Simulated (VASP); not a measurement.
Write the native input for VASP 6.6.1 that does the following.

```yaml
Task: single point
Functional: PBEsol
Potentials_or_basis: VASP PAW PBE potentials, release 64 (Ti_sv)
Cutoff: 520 eV
k_mesh: 20 × 20 × 20
Occupations: gaussian, width 0.15 eV
Spin: no spin polarisation
Dipole_correction: no
Further_INCAR_settings: ALGO = Fast; EDIFF = 1e-06; NBANDS = 12
```

The structure of Ti lies in POSCAR:

```
Ti
1.0
    0.0000000000      1.9488000000      2.1112000000
    1.9488000000      0.0000000000      2.1112000000
    1.9488000000      1.9488000000      0.0000000000
Ti
1
Direct
    0.0000000000      0.0000000000      0.0000000000
```

This cell differs from its parent crystal: strain -0.040 along x and y, +0.040 along z.

The input as run:

INCAR

```
PREC = Accurate
ENCUT = 520
EDIFF = 1E-6
ISMEAR = 0
SIGMA = 0.15
LREAL = F
LASPH = T
NELM = 80
ALGO = Fast
ISIF = 2
LWAVE = F
LCHARG = F
GGA = PS
NBANDS = 12
```

KPOINTS

```
Automatic mesh
0
Gamma
  20 20 20
```

Potentials or basis: VASP PAW PBE potentials, release 64 (Ti_sv).

Run with:

```console
$ cat potpaw_PBE.64/Ti_sv/POTCAR > POTCAR
$ mpirun -np 1 vasp_std > vasp.out
```

It gave:

- Pressure: 4.4 GPa
- Band gap on the k mesh: zero (band 6 reaches 9.69 eV, above the bottom of band 7 at 8.28 eV)

Caveat: the cell differs from its parent crystal (strain -0.040 along x and y, +0.040 along z); the PAW data sets were made with another functional, which shifts forces and pressure a little.

Wall time 110 s on 1 thread of Intel Xeon 6975P-C, on a shared host, peak memory 0.23 GiB.
